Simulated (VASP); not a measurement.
**Ge: relaxation of cell and atoms with BLYP+D3(BJ)**

The system is Ge.

```
CELL_PARAMETERS angstrom
3.99759 0.00000 0.00000
-1.99879 3.46201 0.00000
0.00000 0.00000 6.59938
ATOMIC_POSITIONS crystal
Ge 0.66667 0.33333 0.06290
Ge 0.33333 0.66667 0.56290
Ge 0.66667 0.33333 0.43710
Ge 0.33333 0.66667 0.93710
```

This isn't the form of Ge at room conditions, which is diamond.

- Program: VASP 6.6.1
- Task: relaxation of cell and atoms
- Functional: BLYP
- Dispersion: D3(BJ)
- Potentials or basis: VASP PAW PBE potentials, release 64 (Ge_d)
- Cutoff: 600 eV
- k mesh: 8 × 8 × 4
- Occupations: fermi-dirac, width 0.1 eV
- Spin: no spin polarisation
- Dipole correction: no
- Further INCAR settings: ALGO = Normal; EDIFF = 1e-06; IBRION = 2; EDIFFG = -0.01; NSW = 80; ISIF = 3

* Relaxed volume: 23.53 Å³/atom
* Relaxed cell: a = 4.038 Å, b = 4.038 Å, c = 6.668 Å, α = 90.00°, β = 90.00°, γ = 120.00°
* Space group after relaxing (to 0.1 Å): P6_3/mmc (No. 194)
* Energy gained by relaxing: 3.9 meV/atom
* Ionic steps: 7
* Pressure after relaxing: 0.0 GPa
* Band gap on the k mesh: 0.19 eV (least direct gap 0.25 eV)
* Dispersion energy per atom: -0.655 eV

The path:
| step | energy change (eV) | largest force (eV/Å) | pressure (GPa) | volume (Å³) |
| --- | --- | --- | --- | --- |
| 1 | 0.0000 | 0.0346 | 1.81 | 91.33 |
| 2 | -0.0150 | 0.0201 | -0.27 | 94.78 |
| 3 | -0.0157 | 0.0097 | -0.06 | 94.23 |
| 4 | -0.0157 | 0.0077 | 0.05 | 94.13 |
| 5 | -0.0157 | 0.0042 | -0.04 | 94.14 |
| 6 | -0.0157 | 0.0025 | 0.07 | 94.14 |
| 7 | -0.0157 | 0.0006 | -0.04 | 94.14 |

Final structure:
```
Ge
1.0
     4.03768    0.00000    0.00000
    -2.01884    3.49673    0.00000
     0.00000    0.00000    6.66762
Ge
4
Cartesian
  2.0188 1.1656 0.4205
  0.0000 2.3312 3.7543
  2.0188 1.1656 2.9133
  0.0000 2.3312 6.2472
```

Levels at points of the mesh, in eV from the valence-band top:
| k point | band 25 | band 26 | band 27 | band 28 | band 29 | band 30 | band 31 | band 32 |
| --- | --- | --- | --- | --- | --- | --- | --- | --- |
| (0.00, 0.00, 0.00) | -1.27 | -0.36 | -0.02 | 0.00 | 0.25 | 0.25 | 2.44 | 2.44 |
| (0.50, 0.00, 0.00) | -4.20 | -2.78 | -2.49 | -1.24 | 0.83 | 1.69 | 3.83 | 3.90 |
| (0.00, 0.00, 0.50) | -0.67 | -0.67 | -0.67 | -0.67 | 0.73 | 0.73 | 3.53 | 3.53 |
| (0.50, 0.00, 0.50) | -2.31 | -2.31 | -2.15 | -2.15 | 0.70 | 0.70 | 2.43 | 2.43 |

It took 3.7 min on 1 thread of Intel(R) Xeon(R) 6975P-C (Granite Rapids), with other jobs on the host, peak memory 0.28 GiB.

Caveat: the PAW data sets were made with another functional, which shifts forces and pressure a little. A k mesh can miss the band edges.
